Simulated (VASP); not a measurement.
# Be2Te (Fm-3m) in VASP: a series of runs

The runs below take Be2Te through single point, relaxation of cell and atoms, with PBE.

All numbers are computed with VASP 6.6.1; they aren't measurements. Logs are shortened: lines on timing, memory, paths and dates and some standing lists are left out, and cuts for length are marked.

## Step 1: The cell of the first run

It takes space group Fm-3m (No. 225, cubic). The conventional cell has a = 6.087 Å, b = 6.087 Å, c = 6.087 Å, α = 90.00°, β = 90.00°, γ = 90.00°. Be (site symmetry -43m) has 4 Te at 2.64 Å and 6 Be at 3.04 Å within 3.5 Å. Te (site symmetry m-3m) has 8 Be at 2.64 Å within 3.5 Å.

## Step 2: Single point, PBE

Input file INCAR:

```
SYSTEM = Be2Te
ALGO = Fast
EDIFF = 1E-6
ENCUT = 520
GGA = PE
ISIF = 2
ISMEAR = 0
LASPH = .True.
LCHARG = .False.
LREAL = .False.
LWAVE = .False.
NBANDS = 12
NELM = 80
PREC = Accurate
SIGMA = 0.1
```

Input file KPOINTS:

```
k-points
0
Gamma
  14 14 14
  0 0 0
```

Input file POSCAR:

```
Be2Te
1.0
    0.0000000000      3.0436962465      3.0436962465
    3.0436962465      0.0000000000      3.0436962465
    3.0436962465      3.0436962465      0.0000000000
Be Te
2 1
Direct
    0.2500000000      0.2500000000      0.2500000000
    0.7500000000      0.7500000000      0.7500000000
    0.0000000000      0.0000000000      0.0000000000
```

Potentials or basis: VASP PAW PBE potentials, release 64 (Be, Te).

Launch:

```console
cat potpaw_PBE.64/Be/POTCAR potpaw_PBE.64/Te/POTCAR > POTCAR
mpirun -np 1 vasp_std > vasp.out
```

OUTCAR:

```text
SYSTEM = Be2Te
   EDIFF = 1E-6
   ENCUT = 520
   GGA = PE
   ISIF = 2
   ISMEAR = 0
   LASPH = .True.
   LREAL = .False.
   NELM = 80
   PREC = Accurate

 ion  position               nearest neighbor table
   1  0.250  0.250  0.250-   3 2.64   3 2.64   3 2.64   3 2.64
   2  0.750  0.750  0.750-   3 2.64   3 2.64   3 2.64   3 2.64
   3  0.000  0.000  0.000-   2 2.64   2 2.64   2 2.64   1 2.64   2 2.64   1 2.64   1 2.64   1 2.64

  LATTYP: Found a face centered cubic cell.
 ALAT       =     6.0873924930

  Lattice vectors:

 A1 = (   0.0000000000,   3.0436962465,   3.0436962465)
 A2 = (   3.0436962465,   0.0000000000,   3.0436962465)
 A3 = (   3.0436962465,   3.0436962465,   0.0000000000)

Analysis of symmetry for initial positions (statically):
=====================================================================
 Subroutine PRICEL returns:
 Original cell was already a primitive cell.

 Routine SETGRP: Setting up the symmetry group for a
 face centered cubic supercell.

 Subroutine GETGRP returns: Found 48 space group operations
 (whereof 48 operations were pure point group operations)
 out of a pool of 48 trial point group operations.

The static configuration has the point symmetry O_h .

Analysis of symmetry for dynamics (positions and initial velocities):
=====================================================================
 Subroutine PRICEL returns:
 Original cell was already a primitive cell.

 Routine SETGRP: Setting up the symmetry group for a
 face centered cubic supercell.

 Subroutine GETGRP returns: Found 48 space group operations
 (whereof 48 operations were pure point group operations)
 out of a pool of 48 trial point group operations.

The dynamic configuration has the point symmetry O_h .

 Subroutine INISYM returns: Found 48 space group operations
 (whereof 48 operations are pure point group operations),
 and found     1 'primitive' translations

----------------------------------------------------------------------------------------

                                     Primitive cell

  volume of cell :      56.3941

  direct lattice vectors                    reciprocal lattice vectors
     0.000000000  3.043696247  3.043696247    -0.164273948  0.164273948  0.164273948
     3.043696247  0.000000000  3.043696247     0.164273948 -0.164273948  0.164273948
     3.043696247  3.043696247  0.000000000     0.164273948  0.164273948 -0.164273948

  length of vectors
     4.304436512  4.304436512  4.304436512     0.284530825  0.284530825  0.284530825

  position of ions in fractional coordinates (direct lattice)
     0.250000000  0.250000000  0.250000000
     0.750000000  0.750000000  0.750000000
     0.000000000  0.000000000  0.000000000

  ion indices of the primitive-cell ions
   primitive index   ion index
                 1           1
                 2           2
                 3           3

----------------------------------------------------------------------------------------

 KPOINTS: k-points

Automatic generation of k-mesh.
 Grid dimensions read from file:
 generate k-points for:   14   14   14

 Generating k-lattice:

  Cartesian coordinates                     Fractional coordinates (reciprocal lattice)
    -0.011733853  0.011733853  0.011733853     0.071428571  0.000000000  0.000000000
     0.011733853 -0.011733853  0.011733853     0.000000000  0.071428571  0.000000000
     0.011733853  0.011733853 -0.011733853     0.000000000  0.000000000  0.071428571

  Length of vectors
     0.020323630  0.020323630  0.020323630

  Shift w.r.t. Gamma in fractional coordinates (k-lattice)
     0.000000000  0.000000000  0.000000000

 Subroutine IBZKPT returns following result:
 ===========================================

 Found    104 irreducible k-points:

 Following reciprocal coordinates:
            Coordinates               Weight
  0.000000  0.000000  0.000000      1.000000
  0.071429  0.000000  0.000000      8.000000
  0.142857  0.000000  0.000000      8.000000
  0.214286  0.000000  0.000000      8.000000
  0.285714  0.000000  0.000000      8.000000
  0.357143  0.000000  0.000000      8.000000
[... 16 lines left out ...]
  0.214286  0.142857  0.000000     24.000000
  0.285714  0.142857  0.000000     24.000000
 [... further k-points ...]
   k-points           NKPTS =    104   k-points in BZ     NKDIM =    104   number of bands    NBANDS=     12
   number of dos      NEDOS =    301   number of ions     NIONS =      3
   total plane-waves  NPLWV =  32768
   dimension x,y,z NGX =    32 NGY =   32 NGZ =   32
   dimension x,y,z NGXF=    64 NGYF=   64 NGZF=   64
   ions per type =               2   1
   NGX,Y,Z   is equivalent  to a cutoff of  12.36, 12.36, 12.36 a.u.
   NGXF,Y,Z  is equivalent  to a cutoff of  24.72, 24.72, 24.72 a.u.
 SYSTEM =  Be2Te
   PREC   = accura    normal or accurate (medium, high low for compatibility)
   ISTART =      0    job   : 0-new  1-cont  2-samecut
   ICHARG =      2    charge: 1-file 2-atom 10-const
   ISPIN  =      1    spin polarized calculation?
   LNONCOLLINEAR =      F non collinear calculations
   LSORBIT =      F    spin-orbit coupling
   LASPH  =      T    aspherical Exc in radial PAW
   ENCUT  =  520.0 eV  38.22 Ry    6.18 a.u.   8.00  8.00  8.00*2*pi/ulx,y,z
   NELM   =     80;   NELMIN=  2; NELMDL= -5     # of ELM steps
   EDIFF  = 0.1E-05   stopping-criterion for ELM
   LREAL  =      F    real-space projection
   EDIFFG = 0.1E-04   stopping-criterion for IOM
   NSW    =      0    number of steps for IOM
   IBRION =     -1    ionic relax: 0-MD 1-quasi-New 2-CG
   NFREE  =      0    steps in history (QN), initial steepest desc. (CG)
   ISIF   =      2    stress and relaxation
   ISYM   =      2    0-nonsym 1-usesym 2-fastsym
   POTIM  = 0.5000    time-step for ionic-motion
   TEBEG  =    0.0;   TEEND  =   0.0 temperature during run
   PSTRESS=    0.0 pullay stress
   NELECT =      10.0000    total number of electrons
   NUPDOWN=      -1.0000    fix difference up-down
   EMIN   =  10.00;   EMAX   =-10.00  energy-range for DOS
   EFERMI =   0.00;   METHOD = LEGACY
   ISMEAR =     0;   SIGMA  =   0.10  broadening in eV -4-tet -1-fermi 0-gaus
   EFERMI_NEDOS =   21; number of points for ismear=-14 and -15
   IALGO  =     68    algorithm
   IMIX   =      4    mixing-type and parameters
     AMIX     =   0.40;   BMIX     =  1.00
     AMIX_MAG =   1.60;   BMIX_MAG =  1.00
  volume/ion in A,a.u.               =      18.80       126.86
  Fermi-wavevector in a.u.,A,eV,Ry     =   0.919737  1.738050 11.509381  0.845916
  Thomas-Fermi vector in A             =   2.044964
   LORBIT       =      0    0 simple, 1 ext, 2 COOP (PROOUT), +10 PAW based schemes
   GGA     = PE    functional components
   LHFCALC =     F    Hartree Fock is set to
   AEXX    =    0.0000 exact exchange contribution
   IVDW    =     0    specifies the selected vdW correction
   LEPSILON=     F    determine dielectric tensor
   LRPA    =     F    only Hartree local field effects (RPA)
 non-spin polarized calculation
 RMM-DIIS sequential band-by-band and
 Gauss-broadening in eV      SIGMA  =   0.10
  energy-cutoff  :      520.00
  volume of cell :       56.39
 maximum number of plane-waves:      1540
   NGX = 17   NGY = 17   NGZ = 17

 number of electron      10.0000000 magnetization

 Free energy of the ion-electron system (eV)
  ---------------------------------------------------
  ext. energy  EPLUGINS =         0.00000000
  ---------------------------------------------------
  free energy    TOTEN  =        -7.86751116 eV

  energy without entropy =       -7.86031058  energy(sigma->0) =       -7.86391087

 E-fermi :   6.3744     XC(G=0):  -9.2766

 val. band max:        6.3568327792   @ k =  -0.2857   0.4286   0.1429
 cond. band min:       6.3814755835   @ k =   0.2857   0.2857   0.0000
 fundamental gap:      0.0246428043
 Fermi energy:         6.3744066734

 k-point     1 :       0.0000    0.0000    0.0000
  band No.  band energies     occupation
      1      -7.5657      2.00000
      2       3.5731      2.00000
      3       3.5731      2.00000
      4       3.5731      2.00000
      5       5.7334      2.00000
      6       6.1491      1.99856
      7       6.1491      1.99856
      8       6.1491      1.99856
      9       8.7599      0.00000
     10      11.0208      0.00000
     11      11.0208      0.00000
     12      11.0208      0.00000

 k-point     2 :       0.0714    0.0000    0.0000
  band No.  band energies     occupation
      1      -7.5292      2.00000
      2       3.0175      2.00000
      3       3.4874      2.00000
      4       3.4874      2.00000
      5       5.8733      2.00000
      6       6.2690      1.86380
      7       6.2690      1.86380
      8       6.5035      0.06798
      9       8.9361      0.00000
     10      10.7723      0.00000
     11      10.7723      0.00000
     12      11.0311      0.00000

 k-point     3 :       0.1429    0.0000    0.0000
  band No.  band energies     occupation
      1      -7.4227      2.00000
      2       2.0148      2.00000
      3       3.2823      2.00000
      4       3.2823      2.00000
      5       5.7483      2.00000
      6       6.5489      0.01362
      7       6.5489      0.01362
      8       7.4736      0.00000
      9       9.3499      0.00000
     10      10.4081      0.00000
     11      10.4081      0.00000
     12      11.1658      0.00000

 k-point     4 :       0.2143    0.0000    0.0000
  band No.  band energies     occupation
      1      -7.2565      2.00000
      2       1.0069      2.00000
      3       3.0443      2.00000
      4       3.0443      2.00000
      5       5.5638      2.00000
      6       6.8217      0.00000
      7       6.8217      0.00000
      8       8.4776      0.00000
      9       9.6628      0.00000
     10      10.2785      0.00000
     11      10.2785      0.00000
     12      11.7262      0.00000

 k-point     5 :       0.2857    0.0000    0.0000
  band No.  band energies     occupation
      1      -7.0509      2.00000
      2       0.1119      2.00000
      3       2.8291      2.00000
      4       2.8291      2.00000
      5       5.3947      2.00000
      6       6.9547      0.00000
      7       6.9547      0.00000
      8       9.4209      0.00000
      9       9.7312      0.00000
     10      10.5212      0.00000
     11      10.5212      0.00000
     12      12.7573      0.00000
[... 228 lines left out ...]
      1      -7.4693      2.00000
      2       2.5056      2.00000
      3       3.0732      2.00000
      4       3.4946      2.00000
      5       6.0270      2.00000
      6       6.2939      1.74502
      7       6.3897      0.82897
      8       7.1285      0.00000
      9       9.1955      0.00000
     10      10.2414      0.00000
     11      10.6877      0.00000
     12      11.3084      0.00000

 k-point    22 :       0.1429    0.1429    0.0000
  band No.  band energies     occupation
      1      -7.3747      2.00000
      2       2.2040      2.00000
      3       2.7912      2.00000
      4       2.7912      2.00000
      5       5.7037      2.00000
      6       6.9592      0.00000
      7       7.2213      0.00000
      8       7.2213      0.00000
      9       9.4564      0.00000
     10       9.5794      0.00000
     11      11.5603      0.00000
     12      11.5603      0.00000

 k-point    23 :       0.2143    0.1429    0.0000
  band No.  band energies     occupation
      1      -7.2511      2.00000
      2       1.4951      2.00000
      3       2.5272      2.00000
      4       2.5950      2.00000
      5       5.6939      2.00000
      6       6.8848      0.00000
      7       7.6138      0.00000
      8       7.7720      0.00000
      9       9.5369      0.00000
     10       9.9895      0.00000
     11      11.6120      0.00000
     12      11.8640      0.00000

 k-point    24 :       0.2857    0.1429    0.0000
  band No.  band energies     occupation
      1      -7.0762      2.00000
      2       0.6628      2.00000
      3       2.3177      2.00000
      4       2.3552      2.00000
      5       5.8301      2.00000
      6       6.8574      0.00000
      7       7.8590      0.00000
      8       7.9461      0.00000
      9      10.1257      0.00000
     10      10.4572      0.00000
     11      11.6698      0.00000
     12      12.4152      0.00000

 [... further k-points ...]

------------------------ aborting loop because EDIFF is reached ----------------------------------------

  FORCE on cell =-STRESS in cart. coord.  units (eV):
  Direction    XX          YY          ZZ          XY          YZ          ZX
  --------------------------------------------------------------------------------------
  -------------------------------------------------------------------------------------
  Total        0.0255196      0.0255196      0.0255196      0.0000000     -0.0000000     -0.0000000
  in kB        0.7250209      0.7250209      0.7250209      0.0000000     -0.0000000     -0.0000000
  external PRESSURE =       0.7250209 kB  Pullay stress =       0.0000000 kB

 VOLUME and BASIS-vectors are now :
 -----------------------------------------------------------------------------
  energy-cutoff  :      520.00
  volume of cell :       56.39
      direct lattice vectors                 reciprocal lattice vectors
     0.000000000  3.043696247  3.043696247    -0.164273948  0.164273948  0.164273948
     3.043696247  0.000000000  3.043696247     0.164273948 -0.164273948  0.164273948
     3.043696247  3.043696247  0.000000000     0.164273948  0.164273948 -0.164273948

 POSITION                                       TOTAL-FORCE (eV/Angst)
 -----------------------------------------------------------------------------------
      1.52185      1.52185      1.52185         0.000000      0.000000     -0.000000
      4.56554      4.56554      4.56554        -0.000000     -0.000000      0.000000
      0.00000      0.00000      0.00000        -0.000000     -0.000000     -0.000000
 -----------------------------------------------------------------------------------
    total drift:                                0.000000     -0.000000      0.000000

  FREE ENERGIE OF THE ION-ELECTRON SYSTEM (eV)
  ---------------------------------------------------
  free  energy   TOTEN  =        -7.8675111622 eV

  energy  without entropy=       -7.8603105785  energy(sigma->0) =       -7.86391087
```

Wall time 21 s (1 thread of Intel Xeon 6975P-C (Granite Rapids), shared host); peak memory 0.21 GiB.

Results:

| Quantity | Value |
| --- | --- |
| Free energy | -7.8675 eV |
| Pressure | 0.1 GPa |
| Band gap on the k mesh | zero (bands 5 and 6 overlap by 1.89 eV) |

Caveat: spin-orbit coupling is left out, which moves the levels of the heavy elements.

(Continued in part 2 of 2.)
